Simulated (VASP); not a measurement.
# Ru (P6_3/mmc) in VASP: a series of runs, part 2 of 2

VASP 6.6.1.

## Step 4: Single point, LDA (strain -0.030 along x and y, +0.000 along z)

Input file INCAR:

```
PREC = Accurate ; ENCUT = 520
EDIFF = 1E-7 ; ISMEAR = 0
SIGMA = 0.15 ; LREAL = False
LASPH = True ; NELM = 100
ALGO = Fast ; ISIF = 2
LWAVE = False ; LCHARG = False
NBANDS = 21
```

Input file KPOINTS:

```
regular mesh
0
Gamma
  21 21 12
```

Input file POSCAR:

```
Ru
1.0
    2.6246253542      0.0000000000      0.0000000000
   -1.3123126771      2.2729922322      0.0000000000
    0.0000000000      0.0000000000      4.2819000000
Ru
2
Direct
    0.3333333333      0.6666666667      0.2500000000
    0.6666666667      0.3333333333      0.7500000000
```

Potentials or basis: VASP PAW LDA potentials, release 64 (Ru_pv).

On the command line:

```
cat potpaw_LDA.64/Ru_pv/POTCAR > POTCAR
mpirun -np 1 vasp_std > vasp.out
```

OUTCAR:

```text
PREC = Accurate
   ENCUT = 520
   EDIFF = 1E-7
   ISMEAR = 0
   LREAL = False
   LASPH = True
   NELM = 100
   ISIF = 2

 ion  position               nearest neighbor table
   1  0.333  0.667  0.250-   2 2.62   2 2.62   2 2.62   2 2.62   2 2.62   2 2.62
   2  0.667  0.333  0.750-   1 2.62   1 2.62   1 2.62   1 2.62   1 2.62   1 2.62

  LATTYP: Found a hexagonal cell.
 ALAT       =     2.6246253542
 C/A-ratio  =     1.6314328417

  Lattice vectors:

 A1 = (   2.6246253542,   0.0000000000,   0.0000000000)
 A2 = (  -1.3123126771,   2.2729922322,   0.0000000000)
 A3 = (   0.0000000000,   0.0000000000,   4.2819000000)

Analysis of symmetry for initial positions (statically):
=====================================================================
 Subroutine PRICEL returns:
 Original cell was already a primitive cell.

 Routine SETGRP: Setting up the symmetry group for a
 hexagonal supercell.

 Subroutine GETGRP returns: Found 24 space group operations
 (whereof 12 operations were pure point group operations)
 out of a pool of 24 trial point group operations.

The static configuration has the point symmetry D_3d.
 The point group associated with its full space group is D_6h.

Analysis of symmetry for dynamics (positions and initial velocities):
=====================================================================
 Subroutine PRICEL returns:
 Original cell was already a primitive cell.

 Routine SETGRP: Setting up the symmetry group for a
 hexagonal supercell.

 Subroutine GETGRP returns: Found 24 space group operations
 (whereof 12 operations were pure point group operations)
 out of a pool of 24 trial point group operations.

The dynamic configuration has the point symmetry D_3d.
 The point group associated with its full space group is D_6h.

 Subroutine INISYM returns: Found 24 space group operations
 (whereof 12 operations are pure point group operations),
 and found     1 'primitive' translations

[... 111 lines left out ...]
   IALGO  =     68    algorithm
   IMIX   =      4    mixing-type and parameters
     AMIX     =   0.40;   BMIX     =  1.00
     AMIX_MAG =   1.60;   BMIX_MAG =  1.00
  volume/ion in A,a.u.               =      12.77        86.19
  Fermi-wavevector in a.u.,A,eV,Ry     =   1.687953  3.189768 38.765501  2.849184
  Thomas-Fermi vector in A             =   2.770346
   LORBIT       =      0    0 simple, 1 ext, 2 COOP (PROOUT), +10 PAW based schemes
   GGA     = CA    functional components
   LHFCALC =     F    Hartree Fock is set to
   AEXX    =    0.0000 exact exchange contribution
   IVDW    =     0    specifies the selected vdW correction
   LEPSILON=     F    determine dielectric tensor
   LRPA    =     F    only Hartree local field effects (RPA)
 non-spin polarized calculation
 RMM-DIIS sequential band-by-band and
 Gauss-broadening in eV      SIGMA  =   0.15
  energy-cutoff  :      520.00
  volume of cell :       25.54
 maximum number of plane-waves:       708
 NGX is ok and might be reduce to    20
   NGX =  9   NGY =  9   NGZ = 15

 number of electron      27.9999998 magnetization

 Free energy of the ion-electron system (eV)
  ---------------------------------------------------
  ext. energy  EPLUGINS =         0.00000000
  ---------------------------------------------------
  free energy    TOTEN  =       -21.34586672 eV

  energy without entropy =      -21.32858323  energy(sigma->0) =      -21.33722498

 E-fermi :  13.8643     XC(G=0): -14.7593

 val. band max:       13.8620765563   @ k =   0.2381   0.0476   0.0833
 cond. band min:      13.8645909847   @ k =   0.1905   0.1429   0.0000
 fundamental gap:      0.0025144284
 Fermi energy:        13.8642730349

 k-point     1 :       0.0000    0.0000    0.0000
  band No.  band energies     occupation
      1     -29.8092      2.00000
      2     -28.6532      2.00000
      3     -28.6532      2.00000
      4     -28.4795      2.00000
      5     -28.4759      2.00000
      6     -28.4759      2.00000
[... 565 lines left out ...]
     20      23.7754      0.00000
     21      24.1092      0.00000

 [... further k-points ...]

------------------------ aborting loop because EDIFF is reached ----------------------------------------

  FORCE on cell =-STRESS in cart. coord.  units (eV):
  Direction    XX          YY          ZZ          XY          YZ          ZX
  --------------------------------------------------------------------------------------
  -------------------------------------------------------------------------------------
  Total        2.6212631      2.6212631     -0.1903463     -0.0000000      0.0000000      0.0000000
  in kB      164.4066600    164.4066600    -11.9385929     -0.0000000      0.0000000      0.0000000
  external PRESSURE =     105.6249091 kB  Pullay stress =       0.0000000 kB

 VOLUME and BASIS-vectors are now :
 -----------------------------------------------------------------------------
  energy-cutoff  :      520.00
  volume of cell :       25.54
      direct lattice vectors                 reciprocal lattice vectors
     2.624625354  0.000000000  0.000000000     0.381006759  0.219974355  0.000000000
    -1.312312677  2.272992232  0.000000000     0.000000000  0.439948710  0.000000000
     0.000000000  0.000000000  4.281900000     0.000000000  0.000000000  0.233541185

 POSITION                                       TOTAL-FORCE (eV/Angst)
 -----------------------------------------------------------------------------------
     -0.00000      1.51533      1.07048        -0.000000      0.000000      0.000000
      1.31231      0.75766      3.21143         0.000000     -0.000000      0.000000
 -----------------------------------------------------------------------------------
    total drift:                                0.000000     -0.000000      0.000000

  FREE ENERGIE OF THE ION-ELECTRON SYSTEM (eV)
  ---------------------------------------------------
  free  energy   TOTEN  =       -21.3458667204 eV

  energy  without entropy=      -21.3285832304  energy(sigma->0) =      -21.33722498
```

It took 3.6 min on 1 thread of Intel Xeon 8259CL, shared host; peak memory 0.24 GiB.

Results:

* Free energy: -21.3459 eV
* Pressure: 10.6 GPa
* Band gap on the k mesh: zero (bands 14 and 15 overlap by 3.43 eV)

Stress tensor (GPa, compression positive):
```
16.44  0.00  0.00
 0.00 16.44  0.00
 0.00  0.00 -1.19
```

Caveat: the cell differs from its parent crystal (strain -0.030 along x and y, +0.000 along z); the stress differs along the axes, from -1 to 16 GPa.

## Step 5: Single point, LDA (strain -0.015 along x and y, -0.030 along z)

Input file INCAR:

```
ALGO = Fast ; EDIFF = 1E-7
ENCUT = 520 ; GGA = CA
ISIF = 2 ; ISMEAR = 0
LASPH = True ; LCHARG = False
LREAL = False ; LWAVE = False
NBANDS = 21 ; NELM = 80
PREC = Accurate ; SIGMA = 0.15
```

Input file KPOINTS:

```
k-points
0
Gamma
  21 21 12
```

Input file POSCAR:

```
Ru
1.0
    2.6652123442      0.0000000000      0.0000000000
   -1.3326061721      2.3081415966      0.0000000000
    0.0000000000      0.0000000000      4.1534430000
Ru
2
Direct
    0.3333333333      0.6666666667      0.2500000000
    0.6666666667      0.3333333333      0.7500000000
```

On the command line:

```
cat potpaw_LDA.64/Ru_pv/POTCAR > POTCAR
mpirun -np 1 vasp_std > vasp.out
```

It took 3.7 min on 1 thread of Intel Xeon 8259CL, shared host; peak memory 0.24 GiB.

Results (log left out):

* Free energy: -21.3702 eV
* Pressure: 10.9 GPa
* Band gap on the k mesh: zero (bands 14 and 15 overlap by 3.56 eV)

Stress tensor (GPa, compression positive):
```
 8.31  0.00  0.00
 0.00  8.31  0.00
 0.00  0.00 15.94
```

Levels at points of the mesh, in eV from the Fermi level:
| k point | band 12 | band 13 | band 14 | band 15 | band 16 | band 17 |
| --- | --- | --- | --- | --- | --- | --- |
| (0.00, 0.00, 0.00) | -2.11 | -2.11 | -1.67 | -1.67 | 1.28 | 1.28 |
| (0.00, 0.00, 0.50) | -3.12 | -2.85 | -2.85 | 0.61 | 0.61 | 0.61 |

Caveat: the cell differs from its parent crystal (strain -0.015 along x and y, -0.030 along z); the stress differs along the axes, from 8 to 16 GPa.

## Step 6: Single point, LDA (strain -0.030 along x and y, +0.015 along z)

Input file INCAR:

```
ALGO = Fast
EDIFF = 1E-6
ENCUT = 520
ISIF = 2
ISMEAR = 0
LASPH = T
LCHARG = T
LELF = T
LREAL = F
LVHAR = T
LWAVE = F
NBANDS = 21
NELM = 100
PREC = Accurate
SIGMA = 0.15
```

KPOINTS is that of step 5.

Input file POSCAR:

```
Ru
1.0
    2.6246253542      0.0000000000      0.0000000000
   -1.3123126771      2.2729922322      0.0000000000
    0.0000000000      0.0000000000      4.3461285000
Ru
2
Direct
    0.3333333333      0.6666666667      0.2500000000
    0.6666666667      0.3333333333      0.7500000000
```

Potentials or basis: VASP PAW LDA potentials, release 64 (Ru_pv).

On the command line:

```
cat potpaw_LDA.64/Ru_pv/POTCAR > POTCAR
mpirun -np 1 vasp_std > vasp.out
```

It took 3.4 min on 1 thread of Intel Xeon 8259CL, shared host; peak memory 0.24 GiB.

The run converged. Its results:

- Free energy: -21.3304 eV
- Pressure: 4.9 GPa
- Band gap on the k mesh: zero (bands 14 and 15 overlap by 3.45 eV)

Stress tensor (GPa, compression positive):
```
 13.24   0.00   0.00
  0.00  13.24   0.00
  0.00   0.00 -11.78
```

Levels at points of the mesh, in eV from the Fermi level:
| k point | band 10 | band 11 | band 12 | band 13 | band 14 | band 15 | band 16 | band 17 | band 18 | band 19 |
| --- | --- | --- | --- | --- | --- | --- | --- | --- | --- | --- |
| (0.00, 0.00, 0.00) | -2.77 | -2.77 | -2.14 | -2.14 | -1.13 | -1.13 | 0.82 | 1.29 | 1.29 | 9.91 |
| (0.00, 0.00, 0.50) | -3.14 | -2.84 | -2.84 | -2.84 | -2.84 | 0.58 | 0.58 | 0.58 | 0.58 | 9.93 |

Caveat: the cell differs from its parent crystal (strain -0.030 along x and y, +0.015 along z); the stress differs along the axes, from -12 to 13 GPa.

## Step 7: Summary

```tsv
cell	further INCAR settings	gap on the mesh (eV)	pressure (GPa)
a = 2.625, b = 2.625, c = 4.153 Å, angles 90.0, 90.0, 120.0°, 2 atoms	ALGO = Fast; EDIFF = 1e-06; NBANDS = 21	none	24.3
a = 2.625, b = 2.625, c = 4.218 Å, angles 90.0, 90.0, 120.0°, 2 atoms	ALGO = Fast; EDIFF = 1e-07; NBANDS = 21	none	17.0
a = 2.625, b = 2.625, c = 4.282 Å, angles 90.0, 90.0, 120.0°, 2 atoms	ALGO = Fast; EDIFF = 1e-07; NBANDS = 21	none	10.6
a = 2.665, b = 2.665, c = 4.153 Å, angles 90.0, 90.0, 120.0°, 2 atoms	ALGO = Fast; EDIFF = 1e-07; NBANDS = 21	none	10.9
a = 2.625, b = 2.625, c = 4.346 Å, angles 90.0, 90.0, 120.0°, 2 atoms	ALGO = Fast; EDIFF = 1e-06; NBANDS = 21	none	4.9
```

Alike in all rows: task single point; level LDA; potentials or basis VASP PAW LDA potentials, release 64 (Ru_pv); no spin polarisation; k mesh 21 × 21 × 12; cutoff (eV) 520; smearing gaussian 0.15 eV.

Caveats: the cell stands under pressure (at least some runs); the stress differs along the axes, from 11 to 20 GPa (at least some runs); the stress differs along the axes, from -1 to 16 GPa (at least some runs); the stress differs along the axes, from 8 to 16 GPa (at least some runs); the stress differs along the axes, from -12 to 13 GPa (at least some runs).

Absolute energies hang on the potentials; compare differences alone.
